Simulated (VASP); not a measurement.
# NaAl2O3 (Cm) in VASP: a series of runs, part 2 of 3

VASP 6.6.1. Earlier steps stand in the parts before.

### 3 Relaxation of shape and atoms at fixed volume, PBE (13.45 Å³/atom)

This run uses another cell than the first one, of 13.45 Å³/atom.

Contents of INCAR:

```
SYSTEM = NaAl2O3
PREC = Accurate
ENCUT = 600
EDIFF = 1E-6
ISMEAR = 0
SIGMA = 0.1
LREAL = .FALSE.
LASPH = .TRUE.
NELM = 60
ALGO = Normal
ISIF = 4
LWAVE = .FALSE.
LCHARG = .FALSE.
GGA = PE
IBRION = 2
NSW = 50
EDIFFG = -0.01
```

Contents of KPOINTS:

```
regular mesh
0
G
  8 8 8
  0 0 0
```

Contents of POSCAR:

```
NaAl2O3
1.0
    2.6162812552     -4.5527657839      0.2534467307
    2.6162812552      4.5527657839      0.2534467307
   -0.3272968859      0.0000000000      3.3558658578
Na Al O
1 2 3
Direct
    0.6045074334      0.6045074334      0.3090771542
    0.9378413016      0.2711743443      0.8090768040
    0.2711743443      0.9378413016      0.8090768040
    0.6045087313      0.2571295919      0.8091638097
    0.2571295919      0.6045087313      0.8091638097
    0.9518871774      0.9518871774      0.8089036486
```

Potentials or basis: VASP PAW PBE potentials, release 64 (Na_pv, Al, O).

The run is started by

```console
$ cat potpaw_PBE.64/Na_pv/POTCAR potpaw_PBE.64/Al/POTCAR potpaw_PBE.64/O/POTCAR > POTCAR
$ mpirun -np 1 vasp_std > vasp.out
```

OUTCAR:

```text
SYSTEM = NaAl2O3
   PREC = Accurate
   ENCUT = 600
   EDIFF = 1E-6
   ISMEAR = 0
   LREAL = .FALSE.
   LASPH = .TRUE.
   NELM = 60
   ISIF = 4
   GGA = PE
   IBRION = 2
   NSW = 50
   EDIFFG = -0.01

 ion  position               nearest neighbor table
   1  0.605  0.605  0.309-
   2  0.938  0.271  0.809-   4 1.72   6 1.72   5 1.72   3 3.04   3 3.04   3 3.04
   3  0.271  0.938  0.809-   5 1.72   6 1.72   4 1.72   2 3.04   2 3.04   2 3.04
   4  0.605  0.257  0.809-   2 1.72   3 1.72
   5  0.257  0.605  0.809-   3 1.72   2 1.72
   6  0.952  0.952  0.809-   2 1.72   3 1.72

  LATTYP: Found a base centered monoclinic cell.
 ALAT       =     5.2570572953
 B/A-ratio  =     1.7320586511
 C/A-ratio  =     0.6413832856
 COS(beta)  =    -0.0006507480

  Lattice vectors:

 A1 = (   2.6162812552,  -4.5527657839,   0.2534467307)
 A2 = (   2.6162812552,   4.5527657839,   0.2534467307)
 A3 = (  -0.3272968859,   0.0000000000,   3.3558658578)

Analysis of symmetry for initial positions (statically):
=====================================================================
 Subroutine PRICEL returns:
 Original cell was already a primitive cell.

 Routine SETGRP: Setting up the symmetry group for a
 base centered monoclinic supercell.

 Subroutine GETGRP returns: Found  2 space group operations
 (whereof  2 operations were pure point group operations)
 out of a pool of  4 trial point group operations.

The static configuration has the point symmetry C_1h.

Analysis of symmetry for dynamics (positions and initial velocities):
=====================================================================
 Subroutine PRICEL returns:
 Original cell was already a primitive cell.

 Routine SETGRP: Setting up the symmetry group for a
 base centered monoclinic supercell.

 Subroutine GETGRP returns: Found  2 space group operations
 (whereof  2 operations were pure point group operations)
 out of a pool of  4 trial point group operations.

The dynamic configuration has the point symmetry C_1h.

 Subroutine INISYM returns: Found  2 space group operations
 (whereof  2 operations are pure point group operations),
 and found     1 'primitive' translations

----------------------------------------------------------------------------------------

                                     Primitive cell

  volume of cell :      80.7009

  direct lattice vectors                    reciprocal lattice vectors
     2.616281255 -4.552765784  0.253446731     0.189322236 -0.109823352  0.018464558
     2.616281255  4.552765784  0.253446731     0.189322236  0.109823352  0.018464558
    -0.327296886  0.000000000  3.355865858    -0.028596555  0.000000000  0.295196673

  length of vectors
     5.257075150  5.257075150  3.371788681     0.219647485  0.219647485  0.296578554

  position of ions in fractional coordinates (direct lattice)
     0.604507433  0.604507433  0.309077154
     0.937841302  0.271174344  0.809076804
     0.271174344  0.937841302  0.809076804
     0.604508731  0.257129592  0.809163810
     0.257129592  0.604508731  0.809163810
[... 43 lines left out ...]
  0.500000  0.000000 -0.000000      2.000000
  0.125000  0.125000 -0.000000      2.000000
[... 16 lines left out ...]
  0.125000  0.000000  0.125000      4.000000
  0.250000  0.000000  0.125000      4.000000
 [... further k-points ...]
   k-points           NKPTS =    150   k-points in BZ     NKDIM =    150   number of bands    NBANDS=     19
   number of dos      NEDOS =    301   number of ions     NIONS =      6
   total plane-waves  NPLWV =  49392
   dimension x,y,z NGX =    42 NGY =   42 NGZ =   28
   dimension x,y,z NGXF=    84 NGYF=   84 NGZF=   56
   ions per type =               1   2   3
   NGX,Y,Z   is equivalent  to a cutoff of  13.28, 13.28, 13.81 a.u.
   NGXF,Y,Z  is equivalent  to a cutoff of  26.56, 26.56, 27.61 a.u.
 SYSTEM =  NaAl2O3
   PREC   = accura    normal or accurate (medium, high low for compatibility)
   ISTART =      0    job   : 0-new  1-cont  2-samecut
   ICHARG =      2    charge: 1-file 2-atom 10-const
   ISPIN  =      1    spin polarized calculation?
   LNONCOLLINEAR =      F non collinear calculations
   LSORBIT =      F    spin-orbit coupling
   LASPH  =      T    aspherical Exc in radial PAW
   ENCUT  =  600.0 eV  44.10 Ry    6.64 a.u.  10.50 10.50  6.73*2*pi/ulx,y,z
   NELM   =     60;   NELMIN=  2; NELMDL= -5     # of ELM steps
   EDIFF  = 0.1E-05   stopping-criterion for ELM
   LREAL  =      F    real-space projection
   EDIFFG = -.1E-01   stopping-criterion for IOM
   NSW    =     50    number of steps for IOM
   IBRION =      2    ionic relax: 0-MD 1-quasi-New 2-CG
   NFREE  =      1    steps in history (QN), initial steepest desc. (CG)
   ISIF   =      4    stress and relaxation
   ISYM   =      2    0-nonsym 1-usesym 2-fastsym
   POTIM  = 0.5000    time-step for ionic-motion
   TEBEG  =    0.0;   TEEND  =   0.0 temperature during run
   PSTRESS=    0.0 pullay stress
   NELECT =      31.0000    total number of electrons
   NUPDOWN=      -1.0000    fix difference up-down
   EMIN   =  10.00;   EMAX   =-10.00  energy-range for DOS
   EFERMI =   0.00;   METHOD = LEGACY
   ISMEAR =     0;   SIGMA  =   0.10  broadening in eV -4-tet -1-fermi 0-gaus
   EFERMI_NEDOS =   21; number of points for ismear=-14 and -15
   IALGO  =     38    algorithm
   IMIX   =      4    mixing-type and parameters
     AMIX     =   0.40;   BMIX     =  1.00
     AMIX_MAG =   1.60;   BMIX_MAG =  1.00
  volume/ion in A,a.u.               =      13.45        90.77
  Fermi-wavevector in a.u.,A,eV,Ry     =   1.190061  2.248890 19.269193  1.416246
  Thomas-Fermi vector in A             =   2.326154
   LORBIT       =      0    0 simple, 1 ext, 2 COOP (PROOUT), +10 PAW based schemes
   GGA     = PE    functional components
   LHFCALC =     F    Hartree Fock is set to
   AEXX    =    0.0000 exact exchange contribution
   IVDW    =     0    specifies the selected vdW correction
   LEPSILON=     F    determine dielectric tensor
   LRPA    =     F    only Hartree local field effects (RPA)
 conjugate gradient relaxation of ions
 non-spin polarized calculation
 Gauss-broadening in eV      SIGMA  =   0.10
  energy-cutoff  :      600.00
  volume of cell :       80.70
 maximum number of plane-waves:      2725
 NGX is ok and might be reduce to    42
   NGX = 21   NGY = 21   NGZ = 13

--------------------------------------- Ionic step        1  -------------------------------------------

 number of electron      31.0000004 magnetization

 Free energy of the ion-electron system (eV)
  ---------------------------------------------------
  ext. energy  EPLUGINS =         0.00000000
  ---------------------------------------------------
  free energy    TOTEN  =       -36.50854995 eV

  energy without entropy =      -36.50470228  energy(sigma->0) =      -36.50662612

------------------------ aborting loop because EDIFF is reached ----------------------------------------

  FORCE on cell =-STRESS in cart. coord.  units (eV):
  Direction    XX          YY          ZZ          XY          YZ          ZX
  --------------------------------------------------------------------------------------
  -------------------------------------------------------------------------------------
  Total        4.6759335      4.6974819      2.4447647      0.0000000      0.0000000      0.2213409
  in kB       92.8326255     93.2604310     48.5366030      0.0000000      0.0000000      4.3943440
  external PRESSURE =      78.2098865 kB  Pullay stress =       0.0000000 kB
[... 107 lines left out ...]
--------------------------------------- Ionic step        4  -------------------------------------------

 number of electron      31.0000004 magnetization

 Free energy of the ion-electron system (eV)
  ---------------------------------------------------
  ext. energy  EPLUGINS =         0.00000000
  ---------------------------------------------------
  free energy    TOTEN  =       -36.53053398 eV

  energy without entropy =      -36.52610514  energy(sigma->0) =      -36.52831956

 E-fermi :   5.6087     XC(G=0):  -9.4115

 val. band max:        5.5906872948   @ k =   0.3750   0.2500   0.0000
 cond. band min:       5.6599991878   @ k =  -0.3750  -0.0000   0.2500
 fundamental gap:      0.0693118930
 Fermi energy:         5.6086770722

 k-point     1 :       0.0000    0.0000    0.0000
  band No.  band energies     occupation
      1     -18.8723      2.00000
      2     -18.8723      2.00000
      3     -18.7700      2.00000
      4     -15.7077      2.00000
      5     -14.7999      2.00000
      6     -14.7998      2.00000
[... 505 lines left out ...]
      6     -14.8252      2.00000
[... 11 lines left out ...]
     18       9.4881      0.00000
     19       9.7285      0.00000

 [... further k-points ...]

------------------------ aborting loop because EDIFF is reached ----------------------------------------

  FORCE on cell =-STRESS in cart. coord.  units (eV):
  Direction    XX          YY          ZZ          XY          YZ          ZX
  --------------------------------------------------------------------------------------
  -------------------------------------------------------------------------------------
  Total        2.7538398      2.7559761      2.6669481      0.0000000      0.0000000      0.0110426
  in kB       54.6727576     54.7151699     52.9476724      0.0000000      0.0000000      0.2192322
  external PRESSURE =      54.1118666 kB  Pullay stress =       0.0000000 kB
[... 21 lines left out ...]
  FREE ENERGIE OF THE ION-ELECTRON SYSTEM (eV)
  ---------------------------------------------------
  free  energy   TOTEN  =       -36.5305339850 eV

  energy  without entropy=      -36.5261051438  energy(sigma->0) =      -36.52831956

 reached required accuracy - stopping structural energy minimisation
```

Wall time 3.3 min (1 thread of Intel Xeon 6975P-C (Granite Rapids), shared host); peak memory 0.4 GiB.

What came out:

| Property | Result |
| --- | --- |
| Free energy | -36.5305 eV |
| Energy gained by relaxing | 3.7 meV/atom |
| Ionic steps | 4 |
| Pressure after relaxing | 5.4 GPa |
| Band gap on the k mesh | zero (an odd number of electrons rules out a gap without spin polarisation) |

Forces in eV/Å, atoms in the order of the input:
```
Na   0.000  0.000  0.000
Al   0.000  0.000  0.000
Al   0.000  0.000  0.000
O   -0.001 -0.002 -0.001
O   -0.001  0.002 -0.001
O    0.003  0.000  0.001
```

The path:
| step | energy change (eV) | largest force (eV/Å) | pressure (GPa) | volume (Å³) |
| --- | --- | --- | --- | --- |
| 1 | 0.0000 | 0.3750 | 7.82 | 80.70 |
| 2 | -0.0218 | 0.0430 | 5.16 | 80.70 |
| 3 | -0.0220 | 0.0107 | 5.35 | 80.70 |
| 4 | -0.0220 | 0.0029 | 5.41 | 80.70 |

Final structure:
```cif
data_structure
_symmetry_space_group_name_H-M 'P 1'
_symmetry_Int_Tables_number 1
_cell_length_a 5.2862
_cell_length_b 5.2862
_cell_length_c 3.3348
_cell_angle_alpha 90.018
_cell_angle_beta 90.018
_cell_angle_gamma 120.000
_cell_volume 80.70
loop_
_atom_site_label
_atom_site_type_symbol
_atom_site_fract_x
_atom_site_fract_y
_atom_site_fract_z
_atom_site_occupancy
Na1 Na 0.60451 0.60451 0.30907 1
Al1 Al 0.93784 0.27117 0.80908 1
Al2 Al 0.27117 0.93784 0.80908 1
O1 O 0.60451 0.26024 0.80916 1
O2 O 0.26024 0.60451 0.80916 1
O3 O 0.94878 0.94878 0.80891 1
```

Levels at points of the mesh, in eV from the Fermi level:
```
           k point  band 12  band 13  band 14  band 15  band 16  band 17  band 18  band 19
(0.00, 0.00, 0.00)    -5.36    -5.36    -4.61    -4.61    -2.48     2.09     4.47     4.47
(0.50, 0.00, 0.00)    -5.26    -5.10    -4.90    -4.67    -0.71     0.24     3.05     4.03
(0.50, 0.50, 0.00)    -5.26    -5.10    -4.90    -4.67    -0.71     0.24     3.05     4.03
(0.00, 0.00, 0.50)    -5.67    -5.67    -5.27    -5.27     0.14     1.57     2.44     3.89
(0.50, 0.00, 0.50)    -6.34    -5.84    -5.45    -5.14     0.23     0.89     4.07     4.47
(0.50, 0.50, 0.50)    -6.34    -5.84    -5.45    -5.14     0.23     0.89     4.07     4.47
```

Caveat: an odd number of electrons without spin polarisation forces a metal; a magnetic or distorted state may lie lower.

(Continued in part 3 of 3.)
